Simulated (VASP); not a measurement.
Write the native input for VASP 6.6.1 that does the following.

```
Task                   : single point
Functional             : revPBE
Potentials or basis    : VASP PAW PBE potentials, release 64 (Ge_d)
Cutoff                 : 500 eV
k mesh                 : 6 × 6 × 6
Occupations            : gaussian, width 0.01 eV
Spin                   : no spin polarisation
Dipole correction      : no
Further INCAR settings : ALGO = Normal; EDIFF = 1e-06; NBANDS = 21
```

The structure of Ge lies in POSCAR:

```
Ge
1.0
    0.0000000000      2.8289100000      2.8289100000
    2.8289100000      0.0000000000      2.8289100000
    2.8289100000      2.8289100000      0.0000000000
Ge
2
Direct
    0.0000000000      0.0000000000      0.0000000000
    0.2500000000      0.2500000000      0.2500000000
```

One way to write it, as run:

INCAR

```
SYSTEM = Ge
PREC = Accurate
ENCUT = 500
EDIFF = 1E-6
ISMEAR = 0
SIGMA = 0.01
LREAL = .FALSE.
LASPH = .TRUE.
NELM = 120
ALGO = Normal
ISIF = 2
LWAVE = .FALSE.
LCHARG = .FALSE.
GGA = RE
NBANDS = 21
GGA_COMPAT = .FALSE.
```

KPOINTS

```
regular mesh
0
G
  6 6 6
  0 0 0
```

Potentials or basis: VASP PAW PBE potentials, release 64 (Ge_d).

Run with:

```bash
$ cat potpaw_PBE.64/Ge_d/POTCAR > POTCAR
$ mpirun -np 1 vasp_std > vasp.out
```

Results of the run:

```yaml
Pressure: 4.6 GPa
Band_gap_on_the_k_mesh: 0.12 eV, direct
```

Caveat: the PAW data sets were made with another functional, which shifts forces and pressure a little.

Wall time 15 s on 1 thread of Intel(R) Xeon(R) Platinum 8375C CPU @ 2.90GHz (Ice Lake), with other jobs on the host, peak memory 0.16 GiB.
